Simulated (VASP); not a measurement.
# MgO (Fm-3m) in VASP: further runs

Runs on MgO. Level: PBEsol. Tasks: electric field gradients, vibrations by perturbation theory.

Everything below comes from runs of VASP 6.6.1. Logs are shortened: lines on timing, memory, paths and dates and some standing lists are left out, and cuts for length are marked.

**The experiment to reproduce.**

“Electronic structure of alkaline earth and post-transition metal oxides”, 2009, arxiv:0908.1581 quotes, for a bulk crystal of MgO: band gap 7.83 eV.

The results are compared with them further down.

## 1. The cell of the first run

It takes space group Fm-3m (No. 225, cubic). The conventional cell has a = 4.214 Å, b = 4.214 Å, c = 4.214 Å, α = 90.00°, β = 90.00°, γ = 90.00°. Mg (site symmetry m-3m) has 6 O at 2.11 Å within 2.8 Å. Within 2.8 Å of O (site symmetry m-3m) lie 6 Mg at 2.11 Å.

## 2. Electric field gradients, PBEsol

Input file INCAR:

```
SYSTEM = MgO
  PREC = Accurate
  ENCUT = 520
  EDIFF = 1E-8
  ISMEAR = 0
  SIGMA = 0.05
  LREAL = .FALSE.
  LASPH = .TRUE.
  NELM = 80
  ALGO = Normal
  ISIF = 2
  LWAVE = .FALSE.
  LCHARG = .FALSE.
  GGA = PS
  LEFG = .TRUE.
  NBANDS = 11
```

Input file KPOINTS:

```
Automatic mesh
0
G
  14 14 14
  0 0 0
```

Input file POSCAR:

```
MgO
1.0
    0.0000000000      2.1070939539      2.1070939539
    2.1070939539      0.0000000000      2.1070939539
    2.1070939539      2.1070939539      0.0000000000
Mg O
1 1
Direct
    0.0000000000      0.0000000000      0.0000000000
    0.5000000000      0.5000000000      0.5000000000
```

Potentials or basis: VASP PAW PBE potentials, release 64 (Mg, O).

Run with:

```bash
$ cat potpaw_PBE.64/Mg/POTCAR potpaw_PBE.64/O/POTCAR > POTCAR
$ mpirun -np 1 vasp_std > vasp.out
```

OUTCAR:

```text
SYSTEM = MgO
   PREC = Accurate
   ENCUT = 520
   EDIFF = 1E-8
   ISMEAR = 0
   LREAL = .FALSE.
   LASPH = .TRUE.
   NELM = 80
   ISIF = 2
   GGA = PS

 ion  position               nearest neighbor table
   1  0.000  0.000  0.000-   2 2.11   2 2.11   2 2.11   2 2.11   2 2.11   2 2.11
   2  0.500  0.500  0.500-   1 2.11   1 2.11   1 2.11   1 2.11   1 2.11   1 2.11

  LATTYP: Found a face centered cubic cell.
 ALAT       =     4.2141879078

  Lattice vectors:

 A1 = (   0.0000000000,   2.1070939539,   2.1070939539)
 A2 = (   2.1070939539,   0.0000000000,   2.1070939539)
 A3 = (   2.1070939539,   2.1070939539,   0.0000000000)

Analysis of symmetry for initial positions (statically):
=====================================================================
 Subroutine PRICEL returns:
 Original cell was already a primitive cell.

 Routine SETGRP: Setting up the symmetry group for a
 face centered cubic supercell.

 Subroutine GETGRP returns: Found 48 space group operations
 (whereof 48 operations were pure point group operations)
 out of a pool of 48 trial point group operations.

The static configuration has the point symmetry O_h .

Analysis of symmetry for dynamics (positions and initial velocities):
=====================================================================
 Subroutine PRICEL returns:
 Original cell was already a primitive cell.

 Routine SETGRP: Setting up the symmetry group for a
 face centered cubic supercell.

 Subroutine GETGRP returns: Found 48 space group operations
 (whereof 48 operations were pure point group operations)
 out of a pool of 48 trial point group operations.

The dynamic configuration has the point symmetry O_h .

 Subroutine INISYM returns: Found 48 space group operations
 (whereof 48 operations are pure point group operations),
 and found     1 'primitive' translations

----------------------------------------------------------------------------------------

                                     Primitive cell

  volume of cell :      18.7103

  direct lattice vectors                    reciprocal lattice vectors
     0.000000000  2.107093954  2.107093954    -0.237293643  0.237293643  0.237293643
     2.107093954  0.000000000  2.107093954     0.237293643 -0.237293643  0.237293643
[... 130 lines left out ...]
  free energy    TOTEN  =       -12.51244575 eV

  energy without entropy =      -12.51244575  energy(sigma->0) =      -12.51244575

 E-fermi :   3.3501     XC(G=0): -11.3030

 val. band max:        3.0558753265   @ k =   0.0000   0.0000   0.0000
 cond. band min:       7.6756216676   @ k =   0.0000   0.0000   0.0000
 fundamental gap:      4.6197463412
 Fermi energy:         3.3500516709

 k-point     1 :       0.0000    0.0000    0.0000
  band No.  band energies     occupation
      1     -14.1421      2.00000
      2       3.0559      2.00000
      3       3.0559      2.00000
      4       3.0559      2.00000
      5       7.6756      0.00000
      6      18.6794      0.00000
      7      18.6794      0.00000
      8      18.6794      0.00000
      9      22.5181      0.00000
     10      24.3999      0.00000
     11      24.3999      0.00000
[... 309 lines left out ...]
 k-point    24 :       0.2857    0.1429    0.0000
  band No.  band energies     occupation
      1     -13.4437      2.00000
      2       0.3791      2.00000
      3       2.4108      2.00000
      4       2.4635      2.00000
      5      10.6568      0.00000
      6      14.7699      0.00000
      7      18.8906      0.00000
      8      19.8975      0.00000
      9      20.9856      0.00000
     10      25.1270      0.00000
     11      27.2541      0.00000

 [... further k-points ...]
[... 5 lines left out ...]
  --------------------------------------------------------------------------------------
  -------------------------------------------------------------------------------------
  Total       -0.0592660     -0.0592660     -0.0592660      0.0000000     -0.0000000      0.0000000
  in kB       -5.0749797     -5.0749797     -5.0749797      0.0000000     -0.0000000      0.0000000
  external PRESSURE =      -5.0749797 kB  Pullay stress =       0.0000000 kB

 VOLUME and BASIS-vectors are now :
 -----------------------------------------------------------------------------
  energy-cutoff  :      520.00
  volume of cell :       18.71
      direct lattice vectors                 reciprocal lattice vectors
     0.000000000  2.107093954  2.107093954    -0.237293643  0.237293643  0.237293643
     2.107093954  0.000000000  2.107093954     0.237293643 -0.237293643  0.237293643
     2.107093954  2.107093954  0.000000000     0.237293643  0.237293643 -0.237293643

 POSITION                                       TOTAL-FORCE (eV/Angst)
 -----------------------------------------------------------------------------------
      0.00000      0.00000      0.00000        -0.000000     -0.000000      0.000000
      2.10709      2.10709      2.10709         0.000000      0.000000     -0.000000
 -----------------------------------------------------------------------------------
    total drift:                               -0.000000     -0.000000      0.000000

  FREE ENERGIE OF THE ION-ELECTRON SYSTEM (eV)
  ---------------------------------------------------
  free  energy   TOTEN  =       -12.5124457514 eV

  energy  without entropy=      -12.5124457514  energy(sigma->0) =      -12.51244575

 Electric field gradients (V/A^2)
---------------------------------------------------------------------
 ion       V_xx      V_yy      V_zz      V_xy      V_xz      V_yz
---------------------------------------------------------------------
   1      -0.000    -0.000     0.000     0.000     0.000     0.000
   2      -0.000     0.000     0.000    -0.002    -0.002    -0.002
---------------------------------------------------------------------

 Electric field gradients after diagonalization (V/A^2)
 (convention: |V_zz| > |V_xx| > |V_yy|)
----------------------------------------------------------------------
 ion       V_xx      V_yy      V_zz     asymmetry (V_yy - V_xx)/ V_zz
----------------------------------------------------------------------
   1      -0.000    -0.000     0.000       0.000
   2       0.002     0.002    -0.004       0.000
----------------------------------------------------------------------

           NMR quadrupolar parameters

 Cq : quadrupolar parameter    Cq=e*Q*V_zz/h
 eta: asymmetry parameters     (V_yy - V_xx)/ V_zz
 Q  : nuclear electric quadrupole moment in mb (millibarn)
----------------------------------------------------------------------
 ion       Cq(MHz)       eta       Q (mb)
----------------------------------------------------------------------
   1       0.000       0.000       1.000
   2      -0.000       0.000       1.000
----------------------------------------------------------------------
```

OSZICAR:

```text
N       E                     dE             d eps       ncg     rms          rms(c)
DAV:   1     0.119687307883E+02    0.11969E+02   -0.45819E+03  2648   0.644E+02
DAV:   2    -0.133911386095E+02   -0.25360E+02   -0.24795E+02  2636   0.132E+02
DAV:   3    -0.138965959252E+02   -0.50546E+00   -0.50509E+00  2765   0.161E+01
DAV:   4    -0.138977814500E+02   -0.11855E-02   -0.11855E-02  2492   0.883E-01
DAV:   5    -0.138977853119E+02   -0.38618E-05   -0.38618E-05  2693   0.492E-02    0.666E+00
DAV:   6    -0.125491446132E+02    0.13486E+01   -0.76498E+00  2366   0.150E+01    0.219E+00
DAV:   7    -0.125261193080E+02    0.23025E-01   -0.47909E-02  2519   0.203E+00    0.130E+00
DAV:   8    -0.125127961865E+02    0.13323E-01   -0.23425E-02  2393   0.174E+00    0.218E-01
DAV:   9    -0.125125227849E+02    0.27340E-03   -0.33516E-04  2645   0.129E-01    0.137E-01
DAV:  10    -0.125124439560E+02    0.78829E-04   -0.40964E-04  2567   0.152E-01    0.487E-03
DAV:  11    -0.125124453382E+02   -0.13821E-05   -0.44635E-06  2576   0.148E-02    0.334E-03
DAV:  12    -0.125124457276E+02   -0.38946E-06   -0.10147E-07  2621   0.314E-03    0.667E-04
DAV:  13    -0.125124457612E+02   -0.33568E-07   -0.31876E-08  2338   0.121E-03    0.637E-05
DAV:  14    -0.125124457514E+02    0.98250E-08   -0.54307E-10  1282   0.180E-04
   1 F= -.12512446E+02 E0= -.12512446E+02  d E =-.285715E-19
```

Run time: 12 s. Hardware: 1 thread of AMD EPYC 9R45 (Zen 5), shared host; peak memory 0.12 GiB.

Results:

| Item | Value |
| --- | --- |
| Free energy | -12.5124 eV |
| Pressure | -0.5 GPa |
| Band gap on the k mesh | 4.62 eV, direct |

Caveat: without QUAD_EFG the Cq values of the log hold for a quadrupole moment of 1 mb, not for the nuclei; the PAW data sets were made with another functional, which shifts forces and pressure a little.

## 3. Vibrations by perturbation theory, PBEsol (phonons by finite displacements)

Input file INCAR:

```
SYSTEM = MgO
PREC = Accurate
ENCUT = 520
EDIFF = 1E-8
ISMEAR = 0
SIGMA = 0.05
LREAL = .FALSE.
LASPH = .TRUE.
NELM = 60
ALGO = Normal
ISIF = 2
LWAVE = .FALSE.
LCHARG = .FALSE.
GGA = PS
IBRION = 8
NSW = 1
```

Input file KPOINTS:

```
Automatic mesh
0
G
  12 12 12
  0 0 0
```

POSCAR is that of step 2.

Potentials or basis: VASP PAW PBE potentials, release 64 (Mg, O).

Run with:

```bash
$ cat potpaw_PBE.64/Mg/POTCAR potpaw_PBE.64/O/POTCAR > POTCAR
$ mpirun -np 1 vasp_std > vasp.out
```

OUTCAR:

```text
SYSTEM = MgO
   PREC = Accurate
   ENCUT = 520
   EDIFF = 1E-8
   ISMEAR = 0
   LREAL = .FALSE.
   LASPH = .TRUE.
   NELM = 60
   ISIF = 2
   GGA = PS
   IBRION = 8
   NSW = 1

 ion  position               nearest neighbor table
   1  0.000  0.000  0.000-   2 2.11   2 2.11   2 2.11   2 2.11   2 2.11   2 2.11
   2  0.500  0.500  0.500-   1 2.11   1 2.11   1 2.11   1 2.11   1 2.11   1 2.11

  LATTYP: Found a face centered cubic cell.
 ALAT       =     4.2141879078

  Lattice vectors:

 A1 = (   0.0000000000,   2.1070939539,   2.1070939539)
 A2 = (   2.1070939539,   0.0000000000,   2.1070939539)
 A3 = (   2.1070939539,   2.1070939539,   0.0000000000)

Analysis of symmetry for initial positions (statically):
=====================================================================
 Subroutine PRICEL returns:
 Original cell was already a primitive cell.

[... 493 lines left out ...]

------------------------ aborting loop because EDIFF is reached ----------------------------------------

 INTERNAL STRAIN TENSOR  FOR ION    2  DIRECTION 1   (eV/Angst):
 -----------------------------------------------------------------------------
    -0.00433 -0.00000  0.00000
     0.00000  0.00700  0.00000
    -0.00000  0.00000  0.00700

 INTERNAL STRAIN TENSOR FOR ION    2 for displacements in x,y,z  (eV/Angst):
          X           Y           Z          XY          YZ          ZX
  --------------------------------------------------------------------------------
  x     0.00000     0.00000     0.00000     0.00000     0.00000     0.00000
  y     0.00000     0.00000     0.00000     0.00000     0.00000     0.00000
  z     0.00000     0.00000     0.00000     0.00000     0.00000     0.00000

 SECOND DERIVATIVES (NOT SYMMETRIZED)
 ------------------------------------
               1X          1Y          1Z          2X          2Y          2Z
  1X    -5.387386    0.000000    0.000000    5.387386    0.000000    0.000000
  1Y     0.000000   -5.387386    0.000000    0.000000    5.387386    0.000000
  1Z     0.000000    0.000000   -5.387386    0.000000    0.000000    5.387386
  2X     5.411349    0.000000    0.000000   -5.411349    0.000000    0.000000
  2Y     0.000000    5.411349    0.000000    0.000000   -5.411349    0.000000
  2Z     0.000000    0.000000    5.411349    0.000000    0.000000   -5.411349

 Eigenvectors and eigenvalues of the dynamical matrix
 ----------------------------------------------------

   1 f  =   11.697508 THz    73.497612 2PiTHz  390.186876 cm-1    48.376985 meV
             X         Y         Z           dx          dy          dz
      0.000000  0.000000  0.000000    -0.629215    0.000000    0.000000
      2.107094  2.107094  2.107094     0.777231    0.000000    0.000000
[... 21 lines left out ...]
   6 f/i=    0.012695 THz     0.079762 2PiTHz    0.423445 cm-1     0.052500 meV
             X         Y         Z           dx          dy          dz
      0.000000  0.000000  0.000000     0.000000    0.000000    0.777231
      2.107094  2.107094  2.107094     0.000000    0.000000    0.629215

--------------------------------------------------------------------------------------------------------

 ELASTIC MODULI CONTR FROM IONIC RELAXATION (kBar)
 Direction    XX          YY          ZZ          XY          YZ          ZX
 --------------------------------------------------------------------------------
 XX           0.0000      0.0000      0.0000      0.0000      0.0000      0.0000
 YY           0.0000      0.0000      0.0000      0.0000      0.0000      0.0000
 ZZ           0.0000      0.0000      0.0000      0.0000      0.0000      0.0000
 XY           0.0000      0.0000      0.0000      0.0000      0.0000      0.0000
 YZ           0.0000      0.0000      0.0000      0.0000      0.0000      0.0000
 ZX           0.0000      0.0000      0.0000      0.0000      0.0000      0.0000
 --------------------------------------------------------------------------------
```

OSZICAR:

```text
N       E                     dE             d eps       ncg     rms          rms(c)
DAV:   1     0.998930906275E+01    0.99893E+01   -0.49313E+03  1352   0.894E+02
DAV:   2    -0.135670072385E+02   -0.23556E+02   -0.22460E+02  1408   0.136E+02
DAV:   3    -0.138974940084E+02   -0.33049E+00   -0.33049E+00  1560   0.170E+01
DAV:   4    -0.138977912946E+02   -0.29729E-03   -0.29729E-03  1496   0.505E-01
[... 35 lines left out ...]
RMM:   7    -0.357539371467E+00    0.84799E-05   -0.63202E-09  4426   0.964E-04    0.976E-05
RMM:   8    -0.357539670800E+00   -0.29933E-06   -0.13777E-10  4165   0.111E-04    0.198E-05
RMM:   9    -0.357539723970E+00   -0.53169E-07   -0.49825E-11  4511   0.439E-05    0.319E-06
RMM:  10    -0.357539731839E+00   -0.78687E-08   -0.73000E-11  4006   0.654E-06    0.667E-07
 Linear response finished
```

It took 38 s on 1 thread of AMD EPYC 9R45 (Zen 5), shared host; peak memory 0.18 GiB.

Results:

| Item | Value |
| --- | --- |
| Highest phonon frequency at Γ, LO-TO splitting left out | 390 cm⁻¹ |

Phonon frequencies in cm⁻¹ (negative: imaginary):
```csv
q point,frequencies
"(0.000, 0.000, 0.000)",0 0 0 390 390 390
```

Caveat: the cell differs from its parent crystal (phonons by finite displacements); the PAW data sets were made with another functional, which shifts forces and pressure a little.

[end of part 1 of 2]
